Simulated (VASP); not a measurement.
# SrTiO3 (P1) in VASP: single point with r2SCAN+U

Aim: the single point of SrTiO3 with r2SCAN+U.

All numbers are computed with VASP 6.6.1; they aren't measurements. Logs are shortened: lines on timing, memory, paths and dates and some standing lists are left out, and cuts for length are marked.

## 1. The cell of the first run

The typed cell holds 5 atoms: a = 3.894 Å, b = 3.940 Å, c = 3.922 Å, α = 90.59°, β = 89.41°, γ = 87.37°.

## 2. Single point, r2SCAN+U

POSCAR reads:

```
SrTiO3
1.0
    3.8926538009      0.0898236734      0.0203388014
    0.0898236734      3.9389877371     -0.0205514770
    0.0203388014     -0.0205514770      3.9223857707
Sr Ti O
1 1 3
Direct
   -0.0004089724      0.0000370289     -0.0017480677
    0.5017310696      0.5007101662      0.4952559604
    0.0017413409      0.5018068346      0.5006234328
    0.4975448333     -0.0029529009      0.5024190606
    0.4993917286      0.5003988711      0.0034496138
```

INCAR.step1 reads:

```
SYSTEM = SrTiO3
ALGO = Normal
EDIFF = 1E-4
ENCUT = 520
GGA = PE
ISMEAR = 0
LASPH = .TRUE.
LCHARG = .FALSE.
LDAU = .TRUE.
LDAUJ = 0 0 0
LDAUL = -1 2 -1
LDAUTYPE = 2
LDAUU = 0 4 0
LMAXMIX = 4
LREAL = .FALSE.
LWAVE = .TRUE.
NBANDS = 28
NELM = 150
PREC = Accurate
SIGMA = 0.05
```

INCAR.step2 reads:

```
SYSTEM = SrTiO3
ALGO = Normal
EDIFF = 1E-6
ENCUT = 520
ISIF = 2
ISMEAR = 0
ISTART = 1
LASPH = .TRUE.
LCHARG = .FALSE.
LDAU = .TRUE.
LDAUJ = 0 0 0
LDAUL = -1 2 -1
LDAUPRINT = 1
LDAUTYPE = 2
LDAUU = 0 4 0
LMAXMIX = 4
LMIXTAU = .TRUE.
LREAL = .FALSE.
LWAVE = .FALSE.
METAGGA = R2SCAN
NBANDS = 28
NELM = 150
PREC = Accurate
SIGMA = 0.05
```

KPOINTS reads:

```
k-points
0
G
  6 6 6
  0 0 0
```

Potentials or basis: VASP PAW PBE potentials, release 64 (Sr_sv, Ti_sv, O).

Run with:

```console
cat potpaw_PBE.64/Sr_sv/POTCAR potpaw_PBE.64/Ti_sv/POTCAR potpaw_PBE.64/O/POTCAR > POTCAR
cp INCAR.step1 INCAR
mpirun -np 1 vasp_std > vasp.out
cp INCAR.step2 INCAR
mpirun -np 1 vasp_std > vasp.out
```

OUTCAR:

```text
SYSTEM = SrTiO3
   EDIFF = 1E-6
   ENCUT = 520
   ISIF = 2
   ISMEAR = 0
   ISTART = 1
   LASPH = .TRUE.
   LREAL = .FALSE.
   METAGGA = R2SCAN
   NELM = 150
   PREC = Accurate

 ion  position               nearest neighbor table
   1  1.000  0.000  0.998-   5 2.70   5 2.71   4 2.73   3 2.75   4 2.77   4 2.77   3 2.78   4 2.78
                             3 2.79   3 2.80   5 2.83   5 2.83   2 3.31   2 3.33   2 3.36   2 3.37
   2  0.502  0.501  0.495-   5 1.93   3 1.95   3 1.95   4 1.95   4 1.99   5 1.99   1 3.31   1 3.33
                             1 3.36   1 3.37   1 3.43   1 3.44   1 3.45   1 3.46
   3  0.002  0.502  0.501-   2 1.95   2 1.95   1 2.75   1 2.78   1 2.79   1 2.80
   4  0.498  0.997  0.502-   2 1.95   2 1.99   1 2.73   1 2.77   1 2.77   1 2.78
   5  0.499  0.500  0.003-   2 1.93   2 1.99   1 2.70   1 2.71   1 2.83   1 2.83

  LATTYP: Found a triclinic cell.
 ALAT       =     6.7304439724
 B/A-ratio  =     0.5827984539
 C/A-ratio  =     0.5785269363
 COS(alpha) =     0.0102861718
 COS(beta)  =     0.5576945554
 COS(gamma) =     0.5947998584

  Lattice vectors:

 A1 = (  -3.8231689289,   3.8697155407,  -3.9632760491)
 A2 = (  -0.0203388014,   0.0205514770,  -3.9223857707)
 A3 = (  -3.8926538009,  -0.0898236734,  -0.0203388014)

Analysis of symmetry for initial positions (statically):
=====================================================================
 Subroutine PRICEL returns:
 Original cell was already a primitive cell.

 Routine SETGRP: Setting up the symmetry group for a
 triclinic supercell.

 Subroutine GETGRP returns: Found  1 space group operations
 (whereof  1 operations were pure point group operations)
 out of a pool of  2 trial point group operations.

The static configuration has the point symmetry C_1 .

Analysis of symmetry for dynamics (positions and initial velocities):
=====================================================================
 Subroutine PRICEL returns:
 Original cell was already a primitive cell.

 Routine SETGRP: Setting up the symmetry group for a
 triclinic supercell.

 Subroutine GETGRP returns: Found  1 space group operations
 (whereof  1 operations were pure point group operations)
 out of a pool of  2 trial point group operations.

The dynamic configuration has the point symmetry C_1 .

 Subroutine INISYM returns: Found  1 space group operations
 (whereof  1 operations are pure point group operations),
 and found     1 'primitive' translations

----------------------------------------------------------------------------------------

                                     Primitive cell

  volume of cell :      60.1074

  direct lattice vectors                    reciprocal lattice vectors
     3.892653801  0.089823673  0.020338801     0.257036694 -0.005868514 -0.001363564
     0.089823673  3.938987737 -0.020551477    -0.005868514  0.254013258  0.001361341
     0.020338801 -0.020551477  3.922385771    -0.001363564  0.001361341  0.254961080

  length of vectors
     3.893743131  3.940065361  3.922492341     0.257107295  0.254084687  0.254968360

  position of ions in fractional coordinates (direct lattice)
     0.999591028  0.000037029  0.998251932
     0.501731070  0.500710166  0.495255960
     0.001741341  0.501806835  0.500623433
     0.497544833  0.997047099  0.502419061
     0.499391729  0.500398871  0.003449614

  ion indices of the primitive-cell ions
   primitive index   ion index
                 1           1
                 2           2
[... 57 lines left out ...]
   k-points           NKPTS =    112   k-points in BZ     NKDIM =    112   number of bands    NBANDS=     28
   number of dos      NEDOS =    301   number of ions     NIONS =      5
   total plane-waves  NPLWV =  27000
   dimension x,y,z NGX =    30 NGY =   30 NGZ =   30
   dimension x,y,z NGXF=    60 NGYF=   60 NGZF=   60
   ions per type =               1   1   3
   NGX,Y,Z   is equivalent  to a cutoff of  12.81, 12.66, 12.71 a.u.
   NGXF,Y,Z  is equivalent  to a cutoff of  25.62, 25.32, 25.43 a.u.
 SYSTEM =  SrTiO3
   PREC   = accura    normal or accurate (medium, high low for compatibility)
   ISTART =      1    job   : 0-new  1-cont  2-samecut
   ICHARG =      0    charge: 1-file 2-atom 10-const
   ISPIN  =      1    spin polarized calculation?
   LNONCOLLINEAR =      F non collinear calculations
   LSORBIT =      F    spin-orbit coupling
   LASPH  =      T    aspherical Exc in radial PAW
   ENCUT  =  520.0 eV  38.22 Ry    6.18 a.u.   7.24  7.33  7.29*2*pi/ulx,y,z
   NELM   =    150;   NELMIN=  2; NELMDL=  0     # of ELM steps
   EDIFF  = 0.1E-05   stopping-criterion for ELM
   LREAL  =      F    real-space projection
   EDIFFG = 0.1E-04   stopping-criterion for IOM
   NSW    =      0    number of steps for IOM
   IBRION =     -1    ionic relax: 0-MD 1-quasi-New 2-CG
   NFREE  =      0    steps in history (QN), initial steepest desc. (CG)
   ISIF   =      2    stress and relaxation
   ISYM   =      2    0-nonsym 1-usesym 2-fastsym
   POTIM  = 0.5000    time-step for ionic-motion
   TEBEG  =    0.0;   TEEND  =   0.0 temperature during run
   PSTRESS=    0.0 pullay stress
   NELECT =      40.0000    total number of electrons
   NUPDOWN=      -1.0000    fix difference up-down
   EMIN   =  10.00;   EMAX   =-10.00  energy-range for DOS
   EFERMI =   0.00;   METHOD = LEGACY
   ISMEAR =     0;   SIGMA  =   0.05  broadening in eV -4-tet -1-fermi 0-gaus
   EFERMI_NEDOS =   21; number of points for ismear=-14 and -15
   IALGO  =     38    algorithm
   IMIX   =      4    mixing-type and parameters
     AMIX     =   0.40;   BMIX     =  1.00
     AMIX_MAG =   1.60;   BMIX_MAG =  1.00
  volume/ion in A,a.u.               =      12.02        81.12
  Fermi-wavevector in a.u.,A,eV,Ry     =   1.429285  2.700957 27.794740  2.042856
  Thomas-Fermi vector in A             =   2.549255
   LORBIT       =      0    0 simple, 1 ext, 2 COOP (PROOUT), +10 PAW based schemes
 LDA+U is selected, type is set to LDAUTYPE =  2
   angular momentum for each species LDAUL =    -1    2   -1
   U (eV)           for each species LDAUU =   0.0  4.0  0.0
   J (eV)           for each species LDAUJ =   0.0  0.0  0.0
   METAGGA = R2SCAN    functional components
   LHFCALC =     F    Hartree Fock is set to
   AEXX    =    0.0000 exact exchange contribution
   IVDW    =     0    specifies the selected vdW correction
   LEPSILON=     F    determine dielectric tensor
   LRPA    =     F    only Hartree local field effects (RPA)
 non-spin polarized calculation
 Gauss-broadening in eV      SIGMA  =   0.05
  energy-cutoff  :      520.00
  volume of cell :       60.11
 maximum number of plane-waves:      1631
 NGX is ok and might be reduce to    30
   NGX = 15   NGY = 15   NGZ = 15

atom =   2  type =  2  l = 2

 onsite density matrix

spin component  1

  0.0952 -0.0001 -0.0037  0.0001  0.0004
 -0.0001  0.0938 -0.0005 -0.0004  0.0005
 -0.0037 -0.0005  0.2489  0.0005 -0.0034
  0.0001 -0.0004  0.0005  0.0963  0.0008
  0.0004  0.0005 -0.0034  0.0008  0.2494

spin component  2

  0.0952 -0.0001 -0.0037  0.0001  0.0004
 -0.0001  0.0938 -0.0005 -0.0004  0.0005
 -0.0037 -0.0005  0.2489  0.0005 -0.0034
  0.0001 -0.0004  0.0005  0.0963  0.0008
  0.0004  0.0005 -0.0034  0.0008  0.2494

 occupancies and eigenvectors

  o =  0.0938  v =  0.0766  0.9863  0.0043  0.1463 -0.0039  0.0000  0.0000  0.0000  0.0000  0.0000      0.0000  0.0000  0.0000  0.0000  0.0000  0.0000  0.0000  0.0000  0.0000  0.0000
  o =  0.0938  v =  0.0000  0.0000  0.0000  0.0000  0.0000  0.0766  0.9863  0.0043  0.1463 -0.0039      0.0000  0.0000  0.0000  0.0000  0.0000  0.0000  0.0000  0.0000  0.0000  0.0000
  o =  0.0951  v = -0.9884  0.0562 -0.0238  0.1394  0.0014  0.0000  0.0000  0.0000  0.0000  0.0000      0.0000  0.0000  0.0000  0.0000  0.0000  0.0000  0.0000  0.0000  0.0000  0.0000
  o =  0.0951  v =  0.0000  0.0000  0.0000  0.0000  0.0000 -0.9884  0.0562 -0.0238  0.1394  0.0014      0.0000  0.0000  0.0000  0.0000  0.0000  0.0000  0.0000  0.0000  0.0000  0.0000
  o =  0.0964  v =  0.0000  0.0000  0.0000  0.0000  0.0000  0.1293 -0.1553 -0.0009  0.9794 -0.0048      0.0000  0.0000  0.0000  0.0000  0.0000  0.0000  0.0000  0.0000  0.0000  0.0000
  o =  0.0964  v =  0.1293 -0.1553 -0.0009  0.9794 -0.0048  0.0000  0.0000  0.0000  0.0000  0.0000      0.0000  0.0000  0.0000  0.0000  0.0000  0.0000  0.0000  0.0000  0.0000  0.0000
  o =  0.2457  v =  0.0000  0.0000  0.0000  0.0000  0.0000  0.0157  0.0002 -0.7274 -0.0060 -0.6860      0.0000  0.0000  0.0000  0.0000  0.0000  0.0000  0.0000  0.0000  0.0000  0.0000
  o =  0.2457  v =  0.0157  0.0002 -0.7274 -0.0060 -0.6860  0.0000  0.0000  0.0000  0.0000  0.0000      0.0000  0.0000  0.0000  0.0000  0.0000  0.0000  0.0000  0.0000  0.0000  0.0000
  o =  0.2526  v =  0.0000  0.0000  0.0000  0.0000  0.0000 -0.0180 -0.0043  0.6858 -0.0013 -0.7276      0.0000  0.0000  0.0000  0.0000  0.0000  0.0000  0.0000  0.0000  0.0000  0.0000
  o =  0.2526  v = -0.0180 -0.0043  0.6858 -0.0013 -0.7276  0.0000  0.0000  0.0000  0.0000  0.0000      0.0000  0.0000  0.0000  0.0000  0.0000  0.0000  0.0000  0.0000  0.0000  0.0000

 number of electron      40.0000006 magnetization

 Free energy of the ion-electron system (eV)
  ---------------------------------------------------
  ext. energy  EPLUGINS =         0.00000000
  ---------------------------------------------------
  free energy    TOTEN  =       -60.63662159 eV

  energy without entropy =      -60.63662159  energy(sigma->0) =      -60.63662159

 E-fermi :   4.2834     XC(G=0): -11.8858

 val. band max:        3.9470727287   @ k =   0.5000   0.5000   0.5000
 cond. band min:       6.6524418222   @ k =   0.0000   0.0000   0.0000
 fundamental gap:      2.7053690935
 Fermi energy:         4.2834057387

 k-point     1 :       0.0000    0.0000    0.0000
  band No.  band energies     occupation
      1     -55.8125      2.00000
      2     -30.9759      2.00000
      3     -30.9527      2.00000
      4     -30.9305      2.00000
      5     -29.9941      2.00000
      6     -14.5425      2.00000
[... 733 lines left out ...]
     27      12.3928      0.00000
     28      12.8639      0.00000

 [... further k-points ...]
[... 5 lines left out ...]
  --------------------------------------------------------------------------------------
  -------------------------------------------------------------------------------------
  Total        1.9336137      0.7594059      1.2112491     -2.0985549      0.4918463     -0.4903039
  in kB       51.5409443     20.2421498     32.2861395    -55.9374916     13.1102815    -13.0691685
  external PRESSURE =      34.6897445 kB  Pullay stress =       0.0000000 kB

 VOLUME and BASIS-vectors are now :
 -----------------------------------------------------------------------------
  energy-cutoff  :      520.00
  volume of cell :       60.11
      direct lattice vectors                 reciprocal lattice vectors
     3.892653801  0.089823673  0.020338801     0.257036694 -0.005868514 -0.001363564
     0.089823673  3.938987737 -0.020551477    -0.005868514  0.254013258  0.001361341
     0.020338801 -0.020551477  3.922385771    -0.001363564  0.001361341  0.254961080

 POSITION                                       TOTAL-FORCE (eV/Angst)
 -----------------------------------------------------------------------------------
      3.91137      0.06942      3.93586         0.041643     -0.015896     -0.023789
      2.00811      2.00718      1.94250        -0.049313     -0.050713      0.231111
      0.06203      1.96648      1.95336        -0.136632     -0.092421      0.047565
      2.03655      3.96172      1.96031         0.078696      0.237862      0.012512
      1.98898      2.01585      0.01340         0.065606     -0.078833     -0.267398
 -----------------------------------------------------------------------------------
    total drift:                               -0.009807      0.006280      0.006027

  FREE ENERGIE OF THE ION-ELECTRON SYSTEM (eV)
  ---------------------------------------------------
  free  energy   TOTEN  =       -60.6366215877 eV

  energy  without entropy=      -60.6366215877  energy(sigma->0) =      -60.63662159
```

It took 11 min on 1 thread of Intel Xeon Platinum 8259CL at 2.50GHz (Skylake/Cascade Lake), shared host; peak memory 0.31 GiB.

Results:

```
Free energy            : -60.6366 eV
Pressure               : 3.5 GPa
Largest force          : 0.286 eV/Å
Band gap on the k mesh : 2.71 eV, indirect (least direct gap 3.04 eV)
```

Forces in eV/Å, atoms in the order of the input:
```
Sr   0.042 -0.016 -0.024
Ti  -0.049 -0.051  0.231
O   -0.137 -0.092  0.048
O    0.079  0.238  0.013
O    0.066 -0.079 -0.267
```

Stress tensor (GPa, compression positive):
```
 5.15 -5.59 -1.31
-5.59  2.02  1.31
-1.31  1.31  3.23
```

Eigenvalues of the final occupation matrices:
| site | spin | trace | eigenvalues |
| --- | --- | --- | --- |
| site 2 d | 1 | 0.78 | 0.09 0.10 0.10 0.25 0.25 |
| site 2 d | 2 | 0.78 | 0.09 0.10 0.10 0.25 0.25 |

Caveat: the PAW data sets were made with another functional, which shifts forces and pressure a little. A k mesh can miss the band edges.
